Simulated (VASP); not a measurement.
Wanted: the native input for a VASP 6.6.1 run.

- Task: single point
- Functional: PBE
- Potentials or basis: VASP PAW PBE potentials, release 64 (Hf_pv)
- Cutoff: 520 eV
- k mesh: 16 × 16 × 16
- Occupations: gaussian, width 0.1 eV
- Spin: no spin polarisation
- Dipole correction: no
- Further INCAR settings: ALGO = Normal; EDIFF = 1e-06; NBANDS = 11

The structure of Hf lies in POSCAR:

```
Hf
1.0
    0.0000000000      2.2471950000      2.2471950000
    2.2471950000      0.0000000000      2.2471950000
    2.2471950000      2.2471950000      0.0000000000
Hf
1
Direct
    0.0000000000      0.0000000000      0.0000000000
```

This cell differs from its parent crystal: strained.

One way to write it, as run:

INCAR

```
ALGO = Normal
EDIFF = 1E-6
ENCUT = 520
GGA = PE
ISIF = 2
ISMEAR = 0
LASPH = True
LCHARG = True
LELF = True
LREAL = False
LVHAR = True
LWAVE = False
NBANDS = 11
NELM = 80
PREC = Accurate
SIGMA = 0.1
```

KPOINTS

```
k-points
0
Gamma
  16 16 16
```

Potentials or basis: VASP PAW PBE potentials, release 64 (Hf_pv).

The run is started by

```sh
$ cat potpaw_PBE.64/Hf_pv/POTCAR > POTCAR
$ mpirun -np 1 vasp_std > vasp.out
```

It gave:

```json
{
 "Pressure": "-1.1 GPa",
 "Band gap on the k mesh": "zero (band 5 reaches 6.04 eV, above the bottom of band 6 at 4.25 eV)"
}
```

Caveat: the cell differs from its parent crystal (strained); spin-orbit coupling is left out, which moves the levels of the heavy elements.

It took 18 s on 1 thread of Intel(R) Xeon(R) Platinum 8488C (Sapphire Rapids), with other jobs on the host, peak memory 0.16 GiB.
